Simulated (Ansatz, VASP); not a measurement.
## One calculation of Ge, two programs

INCAR

```
PREC     = Accurate       # precision mode
ENCUT    = 520            # plane-wave cutoff, eV
EDIFF    = 1E-6           # SCF threshold, eV
ISMEAR   = -1             # smearing method
SIGMA    = 0.05           # smearing width, eV
LREAL    = F              # projectors in reciprocal space
LASPH    = T              # aspherical terms in the spheres
NELM     = 60             # most SCF steps
ALGO     = Normal         # electronic algorithm
ISIF     = 2              # what is computed and relaxed
LWAVE    = F              # write WAVECAR
LCHARG   = T              # write CHGCAR
GGA      = CA             # functional
LELF     = T              # ELF
LVHAR    = T            
NBANDS   = 21             # bands
```

File KPOINTS:

```
Automatic mesh
0
Gamma
  10 10 6
```

File POSCAR:

```
Ge
1.0
    1.4780656917     -2.5772750611      0.0000000000
    1.4780656917      2.5772750611      0.0000000000
    0.0000000000      0.0000000000      4.6958660032
Ge
2
Direct
    0.3334466300      0.6665533700      0.2500000000
    0.6665533700      0.3334466300      0.7500000000
```

Contents of input.yaml:

```yaml
crystal:
  lattice:
    - [1.4780656917, -2.5772750611, 0.0]
    - [1.4780656917, 2.5772750611, 0.0]
    - [0.0, 0.0, 4.6958660032]
  atoms:
    - { symbol: Ge, position: [0.33344663, 0.66655337, 0.25] }
    - { symbol: Ge, position: [0.66655337, 0.33344663, 0.75] }
kpoints:
  mp_grid: { grid: [10, 10, 6] }
scf:
  occupations: { method: fermi_dirac, width: 0.05 }
hamiltonian:
  xc: lda
  pseudopotentials: { kind: all_electron, lapw: { basis_error: 0.001 } }
output:
  forces: true
  stress: true
  eigenvalues: true
```

Change from the starting cell: volume scaled by 0.98.

Alike in both runs: task single point; functional LDA; k mesh 10 × 10 × 6; occupations fermi-dirac, width 0.05 eV; no spin polarisation.

|  | VASP | Ansatz |
| --- | --- | --- |
| version | VASP 6.6.1 | Ansatz 0.2.0 |
| potentials or method | VASP PAW LDA potentials, release 64 (Ge_d), cutoff 520 eV | all-electron LAPW, scalar-relativistic |

VASP gave:

```
gap on the k mesh at the Fermi level (eV)                     : none
pressure (GPa)                                                : 0.3
traceless stress, the component that is largest in VASP (GPa) : 1.66
```

**Question.** Which values does Ansatz return?

**Answer.** gap on the k mesh at the Fermi level (eV): none; pressure (GPa): 0.4; traceless stress, the component that is largest in VASP (GPa): 1.66.

LDA's correlation is that of Perdew and Zunger in VASP and of Perdew and Wang (1992) in Ansatz. A gap of «none» marks a metal or a gap that the smearing closes. Ansatz ran all-electron here, and VASP with PAW potentials.
